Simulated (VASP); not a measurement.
Set up this calculation in VASP 6.6.1, as the native input.

```yaml
Task: single point
Functional: LDA
Potentials_or_basis: VASP PAW LDA potentials, release 64 (In_d)
Cutoff: 520 eV
k_mesh: 12 × 12 × 14
Occupations: methfessel-paxton, width 0.03 eV
Spin: no spin polarisation
Dipole_correction: no
Further_INCAR_settings: ALGO = Normal; EDIFF = 1e-06; NBANDS = 12
```

The structure of In lies in POSCAR:

```
In
1.0
   -1.6019898026      1.6281983263      2.4755659685
    1.6281983263     -1.6019898026      2.4755659685
    1.5260503434      1.5260503434     -2.4583443292
In
1
Direct
    0.0000000000      0.0000000000      0.0000000000
```

One way to write it, as run:

INCAR

```
ALGO = Normal ; EDIFF = 1E-6
ENCUT = 520 ; GGA = CA
ISIF = 2 ; ISMEAR = 1
LASPH = T ; LCHARG = F
LREAL = F ; LWAVE = F
NBANDS = 12 ; NELM = 60
PREC = Accurate ; SIGMA = 0.03
```

KPOINTS

```
k-points
0
Gamma
  12 12 14
```

Potentials or basis: VASP PAW LDA potentials, release 64 (In_d).

Command:

```sh
$ cat potpaw_LDA.64/In_d/POTCAR > POTCAR
$ mpirun -np 1 vasp_std > vasp.out
```

It gave:

```
Pressure : 0.0 GPa
```

Run time: 50 s on 1 thread of Intel(R) Xeon(R) 6975P-C (Granite Rapids), on a shared host, peak memory 0.26 GiB.
